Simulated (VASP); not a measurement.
A run of VASP 6.6.1 is set up as follows.

Contents of INCAR:

```
SYSTEM = Te5W
  PREC = Accurate
  ENCUT = 500
  EDIFF = 1E-6
  ISMEAR = 0
  SIGMA = 0.1
  LREAL = .FALSE.
  LASPH = .TRUE.
  NELM = 120
  ALGO = Normal
  ISIF = 2
  LWAVE = .FALSE.
  LCHARG = .FALSE.
  GGA = PE
  NBANDS = 31
  GGA_COMPAT = .FALSE.
```

Contents of KPOINTS:

```
Automatic mesh
0
G
  4 4 4
  0 0 0
```

File POSCAR:

```
Te5W
1.0
    0.0000000000      4.5146413400      4.5146413400
    4.5146413400      0.0000000000      4.5146413400
    4.5146413400      4.5146413400      0.0000000000
Te W
5 1
Direct
    0.3750000000      0.3750000000      0.8750000000
    0.3750000000      0.8750000000      0.3750000000
    0.8750000000      0.3750000000      0.3750000000
    0.3750000000      0.3750000000      0.3750000000
    0.7500000000      0.7500000000      0.7500000000
    0.0000000000      0.0000000000      0.0000000000
```

Potentials or basis: VASP PAW PBE potentials, release 64 (Te, W_sv).

Launch:

```sh
$ cat potpaw_PBE.64/Te/POTCAR potpaw_PBE.64/W_sv/POTCAR > POTCAR
$ mpirun -np 1 vasp_std > vasp.out
```

**Question.** What does it give for the pressure?

**Answer.** -4.9 GPa.

**Question.** What does it give for the band gap on the k mesh?

**Answer.** Zero (band 22 reaches 6.82 eV, above the bottom of band 23 at 6.59 eV).

Caveat: spin-orbit coupling is left out, which moves the levels of the heavy elements.
